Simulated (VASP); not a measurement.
# NaH (P-6m2) in VASP: a series of runs

The runs below take NaH through single point, relaxation of cell and atoms, with PBE.

Everything below comes from runs of VASP 6.6.1. Logs are shortened: lines on timing, memory, paths and dates and some standing lists are left out, and cuts for length are marked.

**1. The cell of the first run**

Symmetry: P-6m2, No. 187, hexagonal system. The conventional cell has a = 2.809 Å, b = 2.809 Å, c = 2.735 Å, α = 90.00°, β = 90.00°, γ = 120.00°. Within 2.8 Å of Na (site symmetry -6m2) lie 6 H at 2.12 Å and 2 Na at 2.73 Å. H (site symmetry -6m2) has 6 Na at 2.12 Å and 2 H at 2.73 Å within 2.8 Å.

**2. Single point, PBE**

Contents of INCAR:

```
SYSTEM = NaH
PREC = Accurate
ENCUT = 500
EDIFF = 1E-6
ISMEAR = 0
SIGMA = 0.1
LREAL = .FALSE.
LASPH = .TRUE.
NELM = 120
ALGO = Normal
ISIF = 2
LWAVE = .FALSE.
LCHARG = .FALSE.
GGA = PE
NBANDS = 11
GGA_COMPAT = .FALSE.
```

Contents of KPOINTS:

```
regular mesh
0
G
  6 6 6
  0 0 0
```

Contents of POSCAR:

```
NaH
1.0
    2.8088342500      0.0000000000      0.0000000000
   -1.4044171200      2.4325218100      0.0000000000
    0.0000000000      0.0000000000      2.7345897400
Na H
1 1
Direct
    0.3333333300      0.6666666700      0.5000000000
    0.6666666700      0.3333333300      0.0000000000
```

Potentials or basis: VASP PAW PBE potentials, release 64 (Na_pv, H).

Launch:

```bash
$ cat potpaw_PBE.64/Na_pv/POTCAR potpaw_PBE.64/H/POTCAR > POTCAR
$ mpirun -np 1 vasp_std > vasp.out
```

OUTCAR:

```text
SYSTEM = NaH
   PREC = Accurate
   ENCUT = 500
   EDIFF = 1E-6
   ISMEAR = 0
   LREAL = .FALSE.
   LASPH = .TRUE.
   NELM = 120
   ISIF = 2
   GGA = PE

 ion  position               nearest neighbor table
   1  0.333  0.667  0.500-
   2  0.667  0.333  0.000-

  LATTYP: Found a hexagonal cell.
 ALAT       =     2.8088342500
 C/A-ratio  =     0.9735675005

  Lattice vectors:

 A1 = (   2.8088342500,   0.0000000000,   0.0000000000)
 A2 = (  -1.4044171200,   2.4325218100,   0.0000000000)
 A3 = (   0.0000000000,   0.0000000000,   2.7345897400)

Analysis of symmetry for initial positions (statically):
=====================================================================
 Subroutine PRICEL returns:
 Original cell was already a primitive cell.

 Routine SETGRP: Setting up the symmetry group for a
 hexagonal supercell.

 Subroutine GETGRP returns: Found 12 space group operations
 (whereof 12 operations were pure point group operations)
 out of a pool of 24 trial point group operations.

The static configuration has the point symmetry D_3h.

Analysis of symmetry for dynamics (positions and initial velocities):
=====================================================================
 Subroutine PRICEL returns:
 Original cell was already a primitive cell.

 Routine SETGRP: Setting up the symmetry group for a
 hexagonal supercell.

 Subroutine GETGRP returns: Found 12 space group operations
 (whereof 12 operations were pure point group operations)
 out of a pool of 24 trial point group operations.

The dynamic configuration has the point symmetry D_3h.

 Subroutine INISYM returns: Found 12 space group operations
 (whereof 12 operations are pure point group operations),
 and found     1 'primitive' translations

----------------------------------------------------------------------------------------

                                     Primitive cell

  volume of cell :      18.6842

  direct lattice vectors                    reciprocal lattice vectors
     2.808834250  0.000000000  0.000000000     0.356019584  0.205548002  0.000000000
    -1.404417120  2.432521810  0.000000000     0.000000000  0.411096006  0.000000000
     0.000000000  0.000000000  2.734589740     0.000000000  0.000000000  0.365685567

  length of vectors
     2.808834250  2.808834243  2.734589740     0.411096005  0.411096006  0.365685567

  position of ions in fractional coordinates (direct lattice)
     0.333333330  0.666666670  0.500000000
     0.666666670  0.333333330  0.000000000

  ion indices of the primitive-cell ions
   primitive index   ion index
                 1           1
                 2           2

----------------------------------------------------------------------------------------

 KPOINTS: regular mesh

Automatic generation of k-mesh.
 Grid dimensions read from file:
 generate k-points for:    6    6    6

 Generating k-lattice:

  Cartesian coordinates                     Fractional coordinates (reciprocal lattice)
     0.059336597  0.034258000  0.000000000     0.166666667 -0.000000000  0.000000000
     0.000000000  0.068516001  0.000000000     0.000000000  0.166666667  0.000000000
     0.000000000  0.000000000  0.060947595     0.000000000  0.000000000  0.166666667

  Length of vectors
     0.068516001  0.068516001  0.060947595

  Shift w.r.t. Gamma in fractional coordinates (k-lattice)
     0.000000000  0.000000000  0.000000000

 Subroutine IBZKPT returns following result:
 ===========================================

 Found     28 irreducible k-points:

 Following reciprocal coordinates:
            Coordinates               Weight
  0.000000  0.000000  0.000000      1.000000
  0.166667  0.000000  0.000000      6.000000
  0.333333  0.000000  0.000000      6.000000
  0.500000  0.000000  0.000000      3.000000
  0.166667  0.166667  0.000000      6.000000
  0.333333  0.166667  0.000000     12.000000
[... 16 lines left out ...]
  0.166667  0.000000  0.500000      6.000000
  0.333333  0.000000  0.500000      6.000000
 [... further k-points ...]
   k-points           NKPTS =     28   k-points in BZ     NKDIM =     28   number of bands    NBANDS=     11
   number of dos      NEDOS =    301   number of ions     NIONS =      2
   total plane-waves  NPLWV =   8000
   dimension x,y,z NGX =    20 NGY =   20 NGZ =   20
   dimension x,y,z NGXF=    40 NGYF=   40 NGZF=   40
   ions per type =               1   1
   NGX,Y,Z   is equivalent  to a cutoff of  11.84, 11.84, 12.16 a.u.
   NGXF,Y,Z  is equivalent  to a cutoff of  23.67, 23.67, 24.32 a.u.
 SYSTEM =  NaH
   PREC   = accura    normal or accurate (medium, high low for compatibility)
   ISTART =      0    job   : 0-new  1-cont  2-samecut
   ICHARG =      2    charge: 1-file 2-atom 10-const
   ISPIN  =      1    spin polarized calculation?
   LNONCOLLINEAR =      F non collinear calculations
   LSORBIT =      F    spin-orbit coupling
   LASPH  =      T    aspherical Exc in radial PAW
   ENCUT  =  500.0 eV  36.75 Ry    6.06 a.u.   5.12  5.12  4.99*2*pi/ulx,y,z
   NELM   =    120;   NELMIN=  2; NELMDL= -5     # of ELM steps
   EDIFF  = 0.1E-05   stopping-criterion for ELM
   LREAL  =      F    real-space projection
   EDIFFG = 0.1E-04   stopping-criterion for IOM
   NSW    =      0    number of steps for IOM
   IBRION =     -1    ionic relax: 0-MD 1-quasi-New 2-CG
   NFREE  =      0    steps in history (QN), initial steepest desc. (CG)
   ISIF   =      2    stress and relaxation
   ISYM   =      2    0-nonsym 1-usesym 2-fastsym
   POTIM  = 0.5000    time-step for ionic-motion
   TEBEG  =    0.0;   TEEND  =   0.0 temperature during run
   PSTRESS=    0.0 pullay stress
   NELECT =       8.0000    total number of electrons
   NUPDOWN=      -1.0000    fix difference up-down
   EMIN   =  10.00;   EMAX   =-10.00  energy-range for DOS
   EFERMI =   0.00;   METHOD = LEGACY
   ISMEAR =     0;   SIGMA  =   0.10  broadening in eV -4-tet -1-fermi 0-gaus
   EFERMI_NEDOS =   21; number of points for ismear=-14 and -15
   IALGO  =     38    algorithm
   IMIX   =      4    mixing-type and parameters
     AMIX     =   0.40;   BMIX     =  1.00
     AMIX_MAG =   1.60;   BMIX_MAG =  1.00
  volume/ion in A,a.u.               =       9.34        63.04
  Fermi-wavevector in a.u.,A,eV,Ry     =   1.233900  2.331732 20.714981  1.522508
  Thomas-Fermi vector in A             =   2.368611
   LORBIT       =      0    0 simple, 1 ext, 2 COOP (PROOUT), +10 PAW based schemes
   GGA     = PE    functional components
   LHFCALC =     F    Hartree Fock is set to
   AEXX    =    0.0000 exact exchange contribution
   IVDW    =     0    specifies the selected vdW correction
   LEPSILON=     F    determine dielectric tensor
   LRPA    =     F    only Hartree local field effects (RPA)
 non-spin polarized calculation
 Gauss-broadening in eV      SIGMA  =   0.10
  energy-cutoff  :      500.00
  volume of cell :       18.68
 maximum number of plane-waves:       483
   NGX = 11   NGY = 11   NGZ =  9

 number of electron       7.9999989 magnetization

 Free energy of the ion-electron system (eV)
  ---------------------------------------------------
  ext. energy  EPLUGINS =         0.00000000
  ---------------------------------------------------
  free energy    TOTEN  =        -4.44809687 eV

  energy without entropy =       -4.44809687  energy(sigma->0) =       -4.44809687

 E-fermi :   2.0833     XC(G=0):  -9.2741

 val. band max:        1.6397830690   @ k =   0.3333   0.3333   0.5000
 cond. band min:       4.1665405873   @ k =   0.0000   0.0000   0.5000
 fundamental gap:      2.5267575184
 Fermi energy:         2.0832998730

 k-point     1 :       0.0000    0.0000    0.0000
  band No.  band energies     occupation
      1     -21.2113      2.00000
      2     -21.2113      2.00000
      3     -21.1683      2.00000
      4      -4.2577      2.00000
      5      13.1841      0.00000
      6      16.9253      0.00000
      7      17.1986      0.00000
      8      18.8853      0.00000
      9      18.8853      0.00000
     10      23.7456      0.00000
     11      23.7456      0.00000

 k-point     2 :       0.1667    0.0000    0.0000
  band No.  band energies     occupation
      1     -21.3206      2.00000
      2     -21.2331      2.00000
      3     -21.1559      2.00000
      4      -3.5929      2.00000
      5      11.3839      0.00000
      6      15.0789      0.00000
      7      17.5958      0.00000
      8      17.8579      0.00000
      9      19.2509      0.00000
     10      24.6599      0.00000
     11      25.9048      0.00000

 k-point     3 :       0.3333    0.0000    0.0000
  band No.  band energies     occupation
      1     -21.5308      2.00000
      2     -21.2763      2.00000
      3     -21.1311      2.00000
      4      -1.8447      2.00000
      5       7.2400      0.00000
      6      14.8987      0.00000
      7      16.6531      0.00000
      8      18.4535      0.00000
      9      18.7369      0.00000
     10      26.4903      0.00000
     11      26.9100      0.00000

 k-point     4 :       0.5000    0.0000    0.0000
  band No.  band energies     occupation
      1     -21.6322      2.00000
      2     -21.2979      2.00000
      3     -21.1187      2.00000
      4      -0.4072      2.00000
      5       4.9194      0.00000
      6      14.4887      0.00000
      7      16.2164      0.00000
      8      19.1966      0.00000
      9      19.7605      0.00000
     10      24.6099      0.00000
     11      25.2322      0.00000
[... 239 lines left out ...]
 k-point    22 :       0.0000    0.0000    0.5000
  band No.  band energies     occupation
      1     -21.5553      2.00000
      2     -21.1817      2.00000
      3     -21.1817      2.00000
      4      -1.2805      2.00000
      5       4.1665      0.00000
      6      18.2625      0.00000
      7      23.0352      0.00000
      8      23.0352      0.00000
      9      23.1969      0.00000
     10      23.1969      0.00000
     11      25.3819      0.00000

 k-point    23 :       0.1667    0.0000    0.5000
  band No.  band energies     occupation
      1     -21.5254      2.00000
      2     -21.2765      2.00000
      3     -21.2018      2.00000
      4      -0.8521      2.00000
      5       4.9134      0.00000
      6      15.0343      0.00000
      7      18.6449      0.00000
      8      20.5308      0.00000
      9      20.7690      0.00000
     10      23.0986      0.00000
     11      28.0408      0.00000

 k-point    24 :       0.3333    0.0000    0.5000
  band No.  band energies     occupation
      1     -21.4657      2.00000
      2     -21.4615      2.00000
      3     -21.2418      2.00000
      4       0.2889      2.00000
      5       6.9454      0.00000
      6      10.5681      0.00000
      7      14.1844      0.00000
      8      18.4930      0.00000
      9      18.9386      0.00000
     10      22.9372      0.00000
     11      26.7535      0.00000

 [... further k-points ...]
[... 5 lines left out ...]
  --------------------------------------------------------------------------------------
  -------------------------------------------------------------------------------------
  Total        2.5949212      2.5949212      1.9337456      0.0000000      0.0000000      0.0000000
  in kB      222.5152235    222.5152225    165.8192281      0.0000005      0.0000000      0.0000000
  external PRESSURE =     203.6165580 kB  Pullay stress =       0.0000000 kB

 VOLUME and BASIS-vectors are now :
 -----------------------------------------------------------------------------
  energy-cutoff  :      500.00
  volume of cell :       18.68
      direct lattice vectors                 reciprocal lattice vectors
     2.808834250  0.000000000  0.000000000     0.356019584  0.205548002  0.000000000
    -1.404417120  2.432521810  0.000000000     0.000000000  0.411096006  0.000000000
     0.000000000  0.000000000  2.734589740     0.000000000  0.000000000  0.365685567

 POSITION                                       TOTAL-FORCE (eV/Angst)
 -----------------------------------------------------------------------------------
     -0.00000      1.62168      1.36729         0.000000     -0.000000      0.000000
      1.40442      0.81084      0.00000        -0.000000      0.000000      0.000000
 -----------------------------------------------------------------------------------
    total drift:                                0.000001     -0.000000      0.000000

  FREE ENERGIE OF THE ION-ELECTRON SYSTEM (eV)
  ---------------------------------------------------
  free  energy   TOTEN  =        -4.4480968732 eV

  energy  without entropy=       -4.4480968732  energy(sigma->0) =       -4.44809687
```

It took 4.4 s on 1 thread of AMD EPYC 7R43 (Zen 3), shared host; peak memory 0.08 GiB.

What came out:

* Free energy: -4.4481 eV
* Pressure: 20.4 GPa
* Band gap on the k mesh: 2.53 eV, indirect (least direct gap 5.33 eV)

Levels at points of the mesh, in eV from the valence-band top:
```
           k point  band 1  band 2  band 3  band 4  band 5  band 6  band 7  band 8
(0.00, 0.00, 0.00)  -22.85  -22.85  -22.81   -5.90   11.54   15.29   15.56   17.25
(0.50, 0.00, 0.00)  -23.27  -22.94  -22.76   -2.05    3.28   12.85   14.58   17.56
(0.00, 0.00, 0.50)  -23.20  -22.82  -22.82   -2.92    2.53   16.62   21.40   21.40
(0.50, 0.00, 0.50)  -23.19  -23.08  -22.90   -0.49    6.84    7.44    9.70   16.16
```

Caveat: the k points lie up to 0.43 Å⁻¹ apart. PBE gaps usually lie below the measured ones, often by a third to a half.

**3. Single point, PBE**

This run uses another cell than the first one, of 14.34 Å³/atom, 1.535 times its volume.

INCAR, as its differences from that of step 2:

```diff
@@ -12,4 +12,6 @@
 LWAVE = .FALSE.
-LCHARG = .FALSE.
+LCHARG = .TRUE.
 GGA = PE
+LELF = .TRUE.
+LVHAR = .TRUE.
 NBANDS = 11
```

Contents of KPOINTS:

```
Automatic mesh
0
G
  6 6 6
  0 0 0
```

Contents of POSCAR:

```
NaH
1.0
    3.3083145868     -0.0000000034      0.0000000000
   -1.6541572905      2.8650844776      0.0000000000
    0.0000000000      0.0000000000      3.0251331538
Na H
1 1
Direct
    0.3333333333      0.6666666667      0.5000000000
    0.6666666667      0.3333333333      0.0000000000
```

Potentials or basis: VASP PAW PBE potentials, release 64 (Na_pv, H).

Launch:

```bash
$ cat potpaw_PBE.64/Na_pv/POTCAR potpaw_PBE.64/H/POTCAR > POTCAR
$ mpirun -np 1 vasp_std > vasp.out
```

Run time: 7.6 s. Hardware: 1 thread of AMD EPYC 7R43 (Zen 3), shared host; peak memory 0.1 GiB.

It converged, with:

```yaml
Free_energy: -4.9206 eV
Pressure: 0.0 GPa
Band_gap_on_the_k_mesh: 2.31 eV, indirect (least direct gap 4.32 eV)
```

Levels at points of the mesh, in eV from the valence-band top:
```tsv
k point	band 1	band 2	band 3	band 4	band 5	band 6	band 7	band 8	band 9
(0.00, 0.00, 0.00)	-23.14	-23.14	-23.09	-4.36	8.67	12.49	13.31	13.39	13.39
(0.50, 0.00, 0.00)	-23.23	-23.16	-23.08	-1.81	2.63	9.56	10.71	14.29	15.77
(0.00, 0.00, 0.50)	-23.24	-23.12	-23.12	-2.01	2.31	11.85	16.57	16.57	17.20
(0.50, 0.00, 0.50)	-23.22	-23.21	-23.14	-0.29	5.81	5.94	7.74	12.65	12.89
```

A k mesh can miss the band edges. PBE gaps usually lie below the measured ones, often by a third to a half.

**4. Relaxation of cell and atoms, PBE**

Contents of INCAR:

```
SYSTEM = NaH
PREC = Accurate ; ENCUT = 500
EDIFF = 1E-7 ; ISMEAR = 0
SIGMA = 0.1 ; LREAL = .FALSE.
LASPH = .TRUE. ; NELM = 120
ALGO = Normal ; ISIF = 3
LWAVE = .FALSE. ; LCHARG = .FALSE.
GGA = PE ; IBRION = 2
NSW = 90 ; EDIFFG = -0.04
GGA_COMPAT = .FALSE. ; NELMIN = 4
```

KPOINTS is that of step 3.

Contents of POSCAR:

```
NaH
1.0
    2.8088342500      0.0000000000      0.0000000000
   -1.4044171200      2.4325218100      0.0000000000
    0.0000000000      0.0000000000      2.7345897400
Na H
1 1
Direct
    0.3333333300      0.6666666700      0.5000000000
    0.6666666700      0.3333333300      0.0000000000
```

Launch:

```bash
$ cat potpaw_PBE.64/Na_pv/POTCAR potpaw_PBE.64/H/POTCAR > POTCAR
$ mpirun -np 1 vasp_std > vasp.out
```

It took 17 s on 1 thread of AMD EPYC 7R43 (Zen 3), shared host; peak memory 0.08 GiB.

The run converged. Its results:

| Quantity | Value |
| --- | --- |
| Free energy | -4.8945 eV |
| Relaxed volume | 14.05 Å³/atom |
| Relaxed cell | a = 3.284 Å, b = 3.284 Å, c = 3.009 Å, α = 90.00°, β = 90.00°, γ = 120.00° |
| Space group after relaxing (to 0.05 Å) | P-6m2 (No. 187) |
| Energy gained by relaxing | 223.2 meV/atom |
| Ionic steps | 7 |
| Pressure after relaxing | 0.0 GPa |
| Band gap on the k mesh | 2.31 eV, indirect (least direct gap 4.36 eV) |

The path:
| step | energy change (eV) | largest force (eV/Å) | pressure (GPa) | volume (Å³) |
| --- | --- | --- | --- | --- |
| 1 | 0.0000 | 0.0000 | 20.36 | 18.68 |
| 2 | -0.3020 | 0.0000 | 8.79 | 22.08 |
| 3 | -0.4312 | 0.0000 | 1.83 | 26.14 |
| 4 | -0.4423 | 0.0000 | 0.25 | 27.69 |
| 5 | -0.4428 | 0.0000 | -0.15 | 28.15 |
| 6 | -0.4456 | 0.0000 | -0.09 | 28.12 |
| 7 | -0.4464 | 0.0000 | -0.03 | 28.10 |

Final structure:
```xyz
2
Lattice="3.2836 0.0000 0.0000 -1.6418 2.8437 0.0000 0.0000 0.0000 3.0090" Properties=species:S:1:pos:R:3 pbc="T T T"
Na    0.0000    1.8958    1.5045
H     1.6418    0.9479    0.0000
```

Levels at points of the mesh, in eV from the valence-band top:
| k point | band 1 | band 2 | band 3 | band 4 | band 5 | band 6 | band 7 | band 8 |
| --- | --- | --- | --- | --- | --- | --- | --- | --- |
| (0.00, 0.00, 0.00) | -23.11 | -23.11 | -23.07 | -4.43 | 8.81 | 12.59 | 13.42 | 13.54 |
| (0.50, 0.00, 0.00) | -23.21 | -23.13 | -23.05 | -1.83 | 2.65 | 9.70 | 10.85 | 14.44 |
| (0.00, 0.00, 0.50) | -23.22 | -23.10 | -23.10 | -2.05 | 2.31 | 12.05 | 16.76 | 16.76 |
| (0.50, 0.00, 0.50) | -23.20 | -23.19 | -23.12 | -0.30 | 5.85 | 5.99 | 7.82 | 12.81 |

Caveat: the k points lie up to 0.37 Å⁻¹ apart in the final cell; the volume moved by over 15 % at a fixed basis, so the end points are rough. PBE gaps usually lie below the measured ones, often by a third to a half.

**5. Single point, PBE**

This run uses another cell than the first one, of 14.34 Å³/atom, 1.535 times its volume.

Contents of INCAR:

```
  ALGO = Normal
  EDIFF = 1E-6
  ENCUT = 500
  GGA = PE
  GGA_COMPAT = F
  ISIF = 2
  ISMEAR = 0
  LASPH = T
  LCHARG = F
  LREAL = F
  LWAVE = F
  NBANDS = 11
  NELM = 120
  PREC = Accurate
  SIGMA = 0.02
```

Contents of KPOINTS:

```
k-points
0
Gamma
  12 12 10
```

Contents of POSCAR:

```
NaH
1.0
    3.3083145868      0.0000000000      0.0000000000
   -1.6541572934      2.8650844759      0.0000000000
    0.0000000000      0.0000000000      3.0251331538
Na H
1 1
Direct
    0.3333333333      0.6666666667      0.5000000000
    0.6666666667      0.3333333333      0.0000000000
```

Launch:

```bash
$ cat potpaw_PBE.64/Na_pv/POTCAR potpaw_PBE.64/H/POTCAR > POTCAR
$ mpirun -np 1 vasp_std > vasp.out
```

Wall time 22 s (1 thread of AMD EPYC 7R43 (Zen 3), shared host); peak memory 0.12 GiB.

The run converged. Its results:

| Item | Value |
| --- | --- |
| Free energy | -4.9210 eV |
| Pressure | 0.0 GPa |
| Band gap on the k mesh | 2.31 eV, indirect (least direct gap 4.32 eV) |

Levels at points of the mesh, in eV from the valence-band top:
```csv
k point,band 1,band 2,band 3,band 4,band 5,band 6,band 7,band 8,band 9
"(0.00, 0.00, 0.00)",-23.13,-23.13,-23.09,-4.36,8.67,12.49,13.31,13.39,13.39
"(0.50, 0.00, 0.00)",-23.23,-23.16,-23.08,-1.81,2.63,9.56,10.71,14.29,15.78
"(0.00, 0.00, 0.50)",-23.24,-23.12,-23.12,-2.01,2.31,11.85,16.57,16.57,17.20
"(0.50, 0.00, 0.50)",-23.22,-23.21,-23.14,-0.29,5.81,5.94,7.74,12.65,12.89
```

A k mesh can miss the band edges. PBE gaps usually lie below the measured ones, often by a third to a half.

**6. Overview**

| task | cell | k mesh | smearing | gap on the mesh (eV) | pressure (GPa) |
| --- | --- | --- | --- | --- | --- |
| single point | a = 2.809, b = 2.809, c = 2.735 Å, angles 90.0, 90.0, 120.0°, 2 atoms | 6 × 6 × 6 | gaussian 0.1 eV | 2.53 | 20.4 |
| single point | a = 3.308, b = 3.308, c = 3.025 Å, angles 90.0, 90.0, 120.0°, 2 atoms | 6 × 6 × 6 | gaussian 0.1 eV | 2.31 | 0.0 |
| relaxation of cell and atoms | relaxed from a = 2.809, b = 2.809, c = 2.735 Å, angles 90.0, 90.0, 120.0°, 2 atoms | 6 × 6 × 6 | gaussian 0.1 eV | 2.31 | 0.0 |
| single point | a = 3.308, b = 3.308, c = 3.025 Å, angles 90.0, 90.0, 120.0°, 2 atoms | 12 × 12 × 10 | gaussian 0.02 eV | 2.31 | 0.0 |

Alike in all rows: level PBE; potentials or basis VASP PAW PBE potentials, release 64 (Na_pv, H); no spin polarisation; cutoff (eV) 500.

Caveats: some runs use coarse meshes; the volume moved by over 15 % at a fixed basis, so the end points are rough (some runs).

Total energies depend on the potentials used, so only differences within one code and one set of settings carry meaning.
